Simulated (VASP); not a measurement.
# Be (P6_3/mmc) in VASP: further runs

Be is run at these levels: PBE; tasks: single point.

Program: VASP 6.6.1. These are calculated values, not measurements. Logs are shortened: lines on timing, memory, paths and dates and some standing lists are left out, and cuts for length are marked.

## 1. The cell of the first run

The structure is hexagonal, space group P6_3/mmc (No. 194). Conventional cell: a = 2.357 Å, b = 2.357 Å, c = 3.781 Å, α = 90.00°, β = 90.00°, γ = 120.00°. Be (site symmetry -6m2) has 12 Be at 2.33 to 2.36 Å within 3.1 Å.

## 2. Single point, PBE (strain +0.025 along x and y, +0.050 along z)

Input file INCAR:

```
PREC = Accurate
ENCUT = 520
EDIFF = 1E-6
ISMEAR = 0
SIGMA = 0.15
LREAL = F
LASPH = T
NELM = 80
ALGO = Normal
ISIF = 2
LWAVE = F
LCHARG = F
GGA = PE
NBANDS = 9
```

Input file KPOINTS:

```
Automatic mesh
0
Gamma
  24 24 14
```

Input file POSCAR:

```
Be
1.0
    2.3569895345      0.0000000000      0.0000000000
   -1.1784947673      2.0412128133      0.0000000000
    0.0000000000      0.0000000000      3.7809450000
Be
2
Direct
    0.3333333333      0.6666666667      0.2500000000
    0.6666666667      0.3333333333      0.7500000000
```

Potentials or basis: VASP PAW PBE potentials, release 64 (Be).

Command:

```
cat potpaw_PBE.64/Be/POTCAR > POTCAR
mpirun -np 1 vasp_std > vasp.out
```

OUTCAR:

```text
PREC = Accurate
   ENCUT = 520
   EDIFF = 1E-6
   ISMEAR = 0
   LREAL = F
   LASPH = T
   NELM = 80
   ISIF = 2
   GGA = PE

 ion  position               nearest neighbor table
   1  0.333  0.667  0.250-   2 2.33   2 2.33   2 2.33   2 2.33   2 2.33   2 2.33
   2  0.667  0.333  0.750-   1 2.33   1 2.33   1 2.33   1 2.33   1 2.33   1 2.33

  LATTYP: Found a hexagonal cell.
 ALAT       =     2.3569895345
 C/A-ratio  =     1.6041416157

  Lattice vectors:

 A1 = (   2.3569895345,   0.0000000000,   0.0000000000)
 A2 = (  -1.1784947673,   2.0412128133,   0.0000000000)
 A3 = (   0.0000000000,   0.0000000000,   3.7809450000)

Analysis of symmetry for initial positions (statically):
=====================================================================
 Subroutine PRICEL returns:
 Original cell was already a primitive cell.

 Routine SETGRP: Setting up the symmetry group for a
 hexagonal supercell.

 Subroutine GETGRP returns: Found 24 space group operations
 (whereof 12 operations were pure point group operations)
 out of a pool of 24 trial point group operations.

The static configuration has the point symmetry D_3d.
 The point group associated with its full space group is D_6h.

Analysis of symmetry for dynamics (positions and initial velocities):
=====================================================================
 Subroutine PRICEL returns:
 Original cell was already a primitive cell.

 Routine SETGRP: Setting up the symmetry group for a
 hexagonal supercell.

 Subroutine GETGRP returns: Found 24 space group operations
 (whereof 12 operations were pure point group operations)
 out of a pool of 24 trial point group operations.

The dynamic configuration has the point symmetry D_3d.
 The point group associated with its full space group is D_6h.

 Subroutine INISYM returns: Found 24 space group operations
 (whereof 12 operations are pure point group operations),
 and found     1 'primitive' translations

----------------------------------------------------------------------------------------

                                     Primitive cell

  volume of cell :      18.1906

  direct lattice vectors                    reciprocal lattice vectors
     2.356989534  0.000000000  0.000000000     0.424270021  0.244952411  0.000000000
    -1.178494767  2.041212813  0.000000000     0.000000000  0.489904822  0.000000000
     0.000000000  0.000000000  3.780945000     0.000000000  0.000000000  0.264484144

  length of vectors
     2.356989534  2.356989534  3.780945000     0.489904822  0.489904822  0.264484144

  position of ions in fractional coordinates (direct lattice)
     0.333333333  0.666666667  0.250000000
     0.666666667  0.333333333  0.750000000

  ion indices of the primitive-cell ions
   primitive index   ion index
                 1           1
                 2           2

----------------------------------------------------------------------------------------

 KPOINTS: Automatic mesh

Automatic generation of k-mesh.
 Grid dimensions read from file:
 generate k-points for:   24   24   14

 Generating k-lattice:

  Cartesian coordinates                     Fractional coordinates (reciprocal lattice)
     0.017677918  0.010206350  0.000000000     0.041666667 -0.000000000  0.000000000
     0.000000000  0.020412701  0.000000000     0.000000000  0.041666667  0.000000000
     0.000000000  0.000000000  0.018891725     0.000000000  0.000000000  0.071428571

  Length of vectors
     0.020412701  0.020412701  0.018891725

  Shift w.r.t. Gamma in fractional coordinates (k-lattice)
     0.000000000  0.000000000  0.000000000

 Subroutine IBZKPT returns following result:
 ===========================================

 Found    488 irreducible k-points:

 Following reciprocal coordinates:
            Coordinates               Weight
  0.000000  0.000000  0.000000      1.000000
  0.041667  0.000000  0.000000      6.000000
  0.083333 -0.000000  0.000000      6.000000
  0.125000  0.000000  0.000000      6.000000
  0.166667 -0.000000  0.000000      6.000000
  0.208333  0.000000  0.000000      6.000000
[... 16 lines left out ...]
  0.416667  0.041667  0.000000     12.000000
  0.458333  0.041667  0.000000     12.000000
 [... further k-points ...]
   k-points           NKPTS =    488   k-points in BZ     NKDIM =    488   number of bands    NBANDS=      9
   number of dos      NEDOS =    301   number of ions     NIONS =      2
   total plane-waves  NPLWV =   9072
   dimension x,y,z NGX =    18 NGY =   18 NGZ =   28
   dimension x,y,z NGXF=    36 NGYF=   36 NGZF=   56
   ions per type =               2
   NGX,Y,Z   is equivalent  to a cutoff of  12.70, 12.70, 12.31 a.u.
   NGXF,Y,Z  is equivalent  to a cutoff of  25.39, 25.39, 24.62 a.u.
 SYSTEM =  unknown system
   PREC   = accura    normal or accurate (medium, high low for compatibility)
   ISTART =      0    job   : 0-new  1-cont  2-samecut
   ICHARG =      2    charge: 1-file 2-atom 10-const
   ISPIN  =      1    spin polarized calculation?
   LNONCOLLINEAR =      F non collinear calculations
   LSORBIT =      F    spin-orbit coupling
   LASPH  =      T    aspherical Exc in radial PAW
   ENCUT  =  520.0 eV  38.22 Ry    6.18 a.u.   4.38  4.38  7.03*2*pi/ulx,y,z
   NELM   =     80;   NELMIN=  2; NELMDL= -5     # of ELM steps
   EDIFF  = 0.1E-05   stopping-criterion for ELM
   LREAL  =      F    real-space projection
   EDIFFG = 0.1E-04   stopping-criterion for IOM
   NSW    =      0    number of steps for IOM
   IBRION =     -1    ionic relax: 0-MD 1-quasi-New 2-CG
   NFREE  =      0    steps in history (QN), initial steepest desc. (CG)
   ISIF   =      2    stress and relaxation
   ISYM   =      2    0-nonsym 1-usesym 2-fastsym
   POTIM  = 0.5000    time-step for ionic-motion
   TEBEG  =    0.0;   TEEND  =   0.0 temperature during run
   PSTRESS=    0.0 pullay stress
   NELECT =       4.0000    total number of electrons
   NUPDOWN=      -1.0000    fix difference up-down
   EMIN   =  10.00;   EMAX   =-10.00  energy-range for DOS
   EFERMI =   0.00;   METHOD = LEGACY
   ISMEAR =     0;   SIGMA  =   0.15  broadening in eV -4-tet -1-fermi 0-gaus
   EFERMI_NEDOS =   21; number of points for ismear=-14 and -15
   IALGO  =     38    algorithm
   IMIX   =      4    mixing-type and parameters
     AMIX     =   0.40;   BMIX     =  1.00
     AMIX_MAG =   1.60;   BMIX_MAG =  1.00
  volume/ion in A,a.u.               =       9.10        61.38
  Fermi-wavevector in a.u.,A,eV,Ry     =   0.988127  1.867289 13.284658  0.976395
  Thomas-Fermi vector in A             =   2.119631
   LORBIT       =      0    0 simple, 1 ext, 2 COOP (PROOUT), +10 PAW based schemes
   GGA     = PE    functional components
   LHFCALC =     F    Hartree Fock is set to
   AEXX    =    0.0000 exact exchange contribution
   IVDW    =     0    specifies the selected vdW correction
   LEPSILON=     F    determine dielectric tensor
   LRPA    =     F    only Hartree local field effects (RPA)
 non-spin polarized calculation
 Gauss-broadening in eV      SIGMA  =   0.15
  energy-cutoff  :      520.00
  volume of cell :       18.19
 maximum number of plane-waves:       513
 NGX is ok and might be reduce to    18
   NGX =  9   NGY =  9   NGZ = 15

 number of electron       4.0000000 magnetization

 Free energy of the ion-electron system (eV)
  ---------------------------------------------------
  ext. energy  EPLUGINS =         0.00000000
  ---------------------------------------------------
  free energy    TOTEN  =        -7.41675735 eV

  energy without entropy =       -7.41424078  energy(sigma->0) =       -7.41549907

 E-fermi :   5.9954     XC(G=0): -10.1550

 val. band max:        5.9899639292   @ k =   0.2917   0.2917   0.0714
 cond. band min:       6.0176539801   @ k =   0.2917   0.2500   0.0000
 fundamental gap:      0.0276900509
 Fermi energy:         5.9953673940

 k-point     1 :       0.0000    0.0000    0.0000
  band No.  band energies     occupation
      1      -4.6594      2.00000
      2       1.8180      2.00000
      3       6.3043      0.00358
      4      20.5811      0.00000
      5      20.5811      0.00000
      6      23.0576      0.00000
      7      23.0576      0.00000
      8      24.2193      0.00000
      9      31.0168      0.00000

 k-point     2 :       0.0417    0.0000    0.0000
  band No.  band energies     occupation
      1      -4.6116      2.00000
      2       1.8782      2.00000
      3       6.3254      0.00186
      4      20.1928      0.00000
      5      20.2916      0.00000
      6      23.0403      0.00000
      7      23.1956      0.00000
      8      24.1584      0.00000
      9      30.0825      0.00000

 k-point     3 :       0.0833   -0.0000    0.0000
  band No.  band energies     occupation
      1      -4.4681      2.00000
      2       2.0586      2.00000
      3       6.3875      0.00022
      4      19.1646      0.00000
      5      19.6287      0.00000
      6      22.9596      0.00000
      7      23.3963      0.00000
      8      23.9539      0.00000
      9      28.6661      0.00000

 k-point     4 :       0.1250    0.0000    0.0000
  band No.  band energies     occupation
      1      -4.2288      2.00000
      2       2.3590      2.00000
      3       6.4859      0.00000
      4      17.7563      0.00000
      5      18.8422      0.00000
      6      22.7675      0.00000
      7      23.4241      0.00000
      8      23.5405      0.00000
      9      27.1565      0.00000
[... 205 lines left out ...]
 k-point    22 :       0.3750    0.0417    0.0000
  band No.  band energies     occupation
      1      -0.3481      2.00000
      2       5.1432      2.00000
      3       7.1537      0.00000
      4      11.0301      0.00000
      5      14.4516      0.00000
      6      14.6554      0.00000
      7      16.6882      0.00000
      8      21.2396      0.00000
      9      23.8802      0.00000

 k-point    23 :       0.4167    0.0417    0.0000
  band No.  band energies     occupation
      1       0.5395      2.00000
      2       4.1204      2.00000
      3       8.2100      0.00000
      4      11.2878      0.00000
      5      13.1995      0.00000
      6      14.0092      0.00000
      7      15.9962      0.00000
      8      21.0658      0.00000
      9      23.8306      0.00000

 k-point    24 :       0.4583    0.0417    0.0000
  band No.  band energies     occupation
      1       1.3483      2.00000
      2       3.2189      2.00000
      3       9.1017      0.00000
      4      11.5616      0.00000
      5      12.1044      0.00000
      6      13.6663      0.00000
      7      15.6480      0.00000
      8      20.9775      0.00000
      9      23.8082      0.00000

 [... further k-points ...]
[... 5 lines left out ...]
  --------------------------------------------------------------------------------------
  -------------------------------------------------------------------------------------
  Total       -1.2891094     -1.2891094     -2.0828360      0.0000000      0.0000000      0.0000000
  in kB     -113.5413515   -113.5413515   -183.4506891      0.0000000      0.0000000      0.0000000
  external PRESSURE =    -136.8444640 kB  Pullay stress =       0.0000000 kB

 VOLUME and BASIS-vectors are now :
 -----------------------------------------------------------------------------
  energy-cutoff  :      520.00
  volume of cell :       18.19
      direct lattice vectors                 reciprocal lattice vectors
     2.356989534  0.000000000  0.000000000     0.424270021  0.244952411  0.000000000
    -1.178494767  2.041212813  0.000000000     0.000000000  0.489904822  0.000000000
     0.000000000  0.000000000  3.780945000     0.000000000  0.000000000  0.264484144

 POSITION                                       TOTAL-FORCE (eV/Angst)
 -----------------------------------------------------------------------------------
     -0.00000      1.36081      0.94524        -0.000000      0.000000      0.000000
      1.17849      0.68040      2.83571         0.000000     -0.000000      0.000000
 -----------------------------------------------------------------------------------
    total drift:                                0.000000     -0.000000      0.000000

  FREE ENERGIE OF THE ION-ELECTRON SYSTEM (eV)
  ---------------------------------------------------
  free  energy   TOTEN  =        -7.4167573541 eV

  energy  without entropy=       -7.4142407830  energy(sigma->0) =       -7.41549907
```

It took 21 s on 1 thread of Intel Xeon 6975P-C (Granite Rapids), shared host; peak memory 0.17 GiB.

Results:

* Free energy: -7.4168 eV
* Pressure: -13.7 GPa
* Band gap on the k mesh: zero (band 2 reaches 6.85 eV, above the bottom of band 3 at 5.04 eV)

Levels at points of the mesh, in eV from the Fermi level:
| k point | band 1 | band 2 | band 3 | band 4 | band 5 | band 6 | band 7 |
| --- | --- | --- | --- | --- | --- | --- | --- |
| (0.00, 0.00, 0.00) | -10.65 | -4.18 | 0.31 | 14.59 | 14.59 | 17.06 | 17.06 |
| (0.50, 0.00, 0.00) | -4.52 | -2.99 | 3.23 | 5.60 | 5.89 | 8.68 | 8.77 |
| (0.00, 0.00, 0.50) | -8.66 | -8.66 | 9.04 | 9.04 | 15.97 | 15.97 | 15.97 |
| (0.50, 0.00, 0.50) | -3.27 | -3.27 | 1.15 | 1.15 | 10.94 | 10.94 | 13.39 |

Caveat: the cell differs from its parent crystal (strain +0.025 along x and y, +0.050 along z).

(Continued in part 2 of 2.)
